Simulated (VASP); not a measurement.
Here is a VASP 6.6.1 calculation.

INCAR

```
SYSTEM = Li
PREC = Accurate
ENCUT = 520
EDIFF = 1E-7
ISMEAR = -1
SIGMA = 0.08
LREAL = .False.
LASPH = .True.
NELM = 80
ALGO = Normal
ISIF = 2
LWAVE = .False.
LCHARG = .True.
GGA = PE
LELF = .True.
LVHAR = .True.
NBANDS = 10
```

KPOINTS

```
regular mesh
0
Gamma
  15 15 15
  0 0 0
```

File POSCAR:

```
Li
1.0
   -2.5665877974      2.5665877974      1.3884028155
    2.5665877974     -2.5665877974      1.3884028155
    2.5665877974      2.5665877974     -1.3884028155
Li
2
Direct
   -0.3750000000     -0.1250000000     -0.2500000000
    0.3750000000      0.1250000000      0.2500000000
```

Potentials or basis: VASP PAW PBE potentials, release 64 (Li_sv).

The run is started by

```console
$ cat potpaw_PBE.64/Li_sv/POTCAR > POTCAR
$ mpirun -np 1 vasp_std > vasp.out
```

Task: Estimate the band gap on the k mesh.

Result: Zero (band 3 reaches 2.42 eV, above the bottom of band 4 at -0.58 eV).
